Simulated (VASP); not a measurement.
Crystal: Hf3C.

```
Hf C
1.0
     5.78285    0.00000    0.00000
    -2.89143    5.00810    0.00000
     0.00000    0.00000    4.64163
Hf C
6 2
Direct
  0.83300 0.66600 0.25000
  0.16700 0.83300 0.75000
  0.33400 0.16700 0.25000
  0.16700 0.33400 0.75000
  0.83300 0.16700 0.25000
  0.66600 0.83300 0.75000
  0.33333 0.66667 0.25000
  0.66667 0.33333 0.75000
```

| Property | Result |
| --- | --- |
| Program | VASP 6.6.1 |
| Task | relaxation of cell and atoms |
| Functional | PBE |
| Potentials or basis | VASP PAW PBE potentials, release 64 (Hf_pv, C) |
| Cutoff | 600 eV |
| k mesh | 3 × 3 × 4 |
| Occupations | gaussian, width 0.1 eV |
| Spin | no spin polarisation |

At the start: pressure 3.0 GPa; volume 16.80 Å³/atom.

How do energy, volume and symmetry change on relaxing?

Over 9 steps the energy falls by 49.8 meV/atom and the volume is 17.05 Å³/atom (+1.5 %); space group P6_3/mmc (No. 194, to 0.1 Å) before and after.

The path:
| step | energy change (eV) | largest force (eV/Å) | pressure (GPa) | volume (Å³) |
| --- | --- | --- | --- | --- |
| 1 | 0.0000 | 1.8651 | 3.04 | 134.43 |
| 2 | -0.2233 | 0.8105 | -3.61 | 140.72 |
| 3 | -0.3416 | 0.1346 | -1.71 | 138.30 |
| 4 | -0.3743 | 0.0659 | 0.85 | 135.31 |
| 5 | -0.3743 | 0.0647 | 0.83 | 135.33 |
| 6 | -0.3934 | 0.0229 | 0.50 | 135.70 |
| 7 | -0.3975 | 0.0909 | 0.29 | 135.97 |
| 8 | -0.3982 | 0.0290 | -0.37 | 136.68 |
| 9 | -0.3987 | 0.0175 | -0.11 | 136.40 |

Final structure:
```xyz
8
Lattice="5.8928 0.0000 0.0000 -2.9464 5.1033 0.0000 0.0000 0.0000 4.5356" Properties=species:S:1:pos:R:3 pbc="T T T"
Hf    2.9464    3.3233    1.1339
Hf   -1.4049    4.2133    3.4017
Hf    1.5415    0.8900    1.1339
Hf    0.0000    1.7799    3.4017
Hf    4.3513    0.8900    1.1339
Hf    1.4049    4.2133    3.4017
C     0.0000    3.4022    1.1339
C     2.9464    1.7011    3.4017
```

Caveat: the k points lie up to 0.41 Å⁻¹ apart in the final cell.
